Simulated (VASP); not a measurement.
Write the native input for VASP 6.6.1 that does the following.

```yaml
Task: single point
Functional: PBE
Potentials_or_basis: VASP PAW PBE potentials, release 64 (Ba_sv, Ti_sv, O_h)
Cutoff: 1340 eV
k_mesh: 8 × 8 × 8
Occupations: gaussian, width 0.05 eV
Spin: no spin polarisation
Dipole_correction: no
Further_INCAR_settings: ALGO = Normal; EDIFF = 1e-06; NBANDS = 28
```

The structure of BaTiO3 lies in POSCAR:

```
BaTiO3
1.0
    3.6826626998      0.0000000000      0.0000000000
    0.0000000000      3.6826626998      0.0000000000
    0.0000000000      0.0000000000      4.7875204225
Ba Ti O
1 1 3
Direct
    0.0000000000      0.0000000000      0.0000000000
    0.5000000000      0.5000000000      0.5000000000
    0.5000000000      0.5000000000      0.0000000000
    0.5000000000      0.0000000000      0.5000000000
    0.0000000000      0.5000000000      0.5000000000
```

This cell differs from its parent crystal: ratio of the length along z to the lengths across it x 1.3, volume and fractional coordinates fixed.

The input as run:

INCAR

```
SYSTEM = BaTiO3
PREC     = Accurate       ! precision mode
ENCUT    = 1340           ! plane-wave cutoff, eV
EDIFF    = 1E-6           ! SCF threshold, eV
ISMEAR   = 0              ! smearing method
SIGMA    = 0.05           ! smearing width, eV
LREAL    = .FALSE.        ! projectors in reciprocal space
LASPH    = .TRUE.         ! aspherical terms in the spheres
NELM     = 120            ! most SCF steps
ALGO     = Normal         ! electronic algorithm
ISIF     = 2              ! what is computed and relaxed
LWAVE    = .FALSE.        ! write WAVECAR
LCHARG   = .FALSE.        ! write CHGCAR
GGA      = PE             ! functional
NBANDS   = 28             ! bands
GGA_COMPAT= .FALSE.
```

KPOINTS

```
regular mesh
0
G
  8 8 8
  0 0 0
```

Potentials or basis: VASP PAW PBE potentials, release 64 (Ba_sv, Ti_sv, O_h).

Run with:

```console
$ cat potpaw_PBE.64/Ba_sv/POTCAR potpaw_PBE.64/Ti_sv/POTCAR potpaw_PBE.64/O_h/POTCAR > POTCAR
$ mpirun -np 1 vasp_std > vasp.out
```

It gave:

The pressure is 17.7 GPa and the band gap on the k mesh is 1.27 eV (least direct gap 1.63 eV).

Caveat: the stress differs along the axes, from -13 to 33 GPa; spin-orbit coupling is left out, which moves the levels of the heavy elements.

Run time: 5.6 min on 1 thread of Intel(R) Xeon(R) 6975P-C (Granite Rapids) (shared host), peak memory 0.76 GiB.
